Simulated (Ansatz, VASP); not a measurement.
**One calculation of NbCd3, two programs**

File INCAR:

```
SYSTEM = NbCd3
  PREC = Accurate
  ENCUT = 520
  EDIFF = 1E-6
  ISMEAR = -1
  SIGMA = 0.08
  LREAL = .False.
  LASPH = .True.
  NELM = 80
  ALGO = Normal
  ISIF = 2
  LWAVE = .False.
  LCHARG = .False.
  GGA = CA
  NBANDS = 32
```

Contents of KPOINTS:

```
regular mesh
0
Gamma
  9 9 9
  0 0 0
```

Contents of POSCAR:

```
NbCd3
1.0
    4.2150000000      0.0000000000      0.0000000000
    0.0000000000      4.2150000000      0.0000000000
    0.0000000000      0.0000000000      4.1307000000
Nb Cd
1 3
Direct
    0.0000000000      0.0000000000      0.0000000000
    0.0000000000      0.5000000000      0.5000000000
    0.5000000000      0.0000000000      0.5000000000
    0.5000000000      0.5000000000      0.0000000000
```

Input for Ansatz:

```yaml
crystal:
  lattice:
    - [4.215, 0.0, 0.0]
    - [0.0, 4.215, 0.0]
    - [0.0, 0.0, 4.1307]
  atoms:
    - { symbol: Nb, position: [0.0, 0.0, 0.0] }
    - { symbol: Cd, position: [0.0, 0.5, 0.5] }
    - { symbol: Cd, position: [0.5, 0.0, 0.5] }
    - { symbol: Cd, position: [0.5, 0.5, 0.0] }
kpoints:
  mp_grid: { grid: [9, 9, 9] }
  band_path:
    path:
      - [0.0, 0.0, 0.0]
      - [0.0, 0.5, 0.0]
      - [0.5, 0.5, 0.0]
      - [0.0, 0.0, 0.0]
      - [0.0, 0.0, 0.5]
      - [0.0, 0.5, 0.5]
      - [0.5, 0.5, 0.5]
      - [0.0, 0.0, 0.5]
      - [0.0, 0.5, 0.0]
    npoints: 5
scf:
  occupations: { method: fermi_dirac, width: 0.08 }
hamiltonian:
  xc: lda
  pseudopotentials: { kind: all_electron, lapw: { basis_error: 0.0005 } }
output:
  forces: true
  stress: true
  eigenvalues: true
```

Change from the starting cell: zz strain of -2 %.

Alike in both runs: task single point; functional LDA; k mesh 9 × 9 × 9; occupations fermi-dirac, width 0.08 eV; no spin polarisation.

|  | VASP | Ansatz |
| --- | --- | --- |
| version | VASP 6.6.1 | Ansatz 0.2.0 |
| potentials or method | VASP PAW LDA potentials, release 64 (Nb_sv, Cd), cutoff 520 eV | all-electron LAPW, scalar-relativistic |

Ansatz gave:

* pressure (GPa): -0.2
* traceless stress, the component that is largest in VASP (GPa): 1.00

Task: Which values does VASP return?

Result: Pressure (GPa): 0.8; traceless stress, the component that is largest in VASP (GPa): 1.02.

LDA's correlation is that of Perdew and Zunger in VASP and of Perdew and Wang (1992) in Ansatz. Ansatz ran all-electron here, and VASP with PAW potentials.
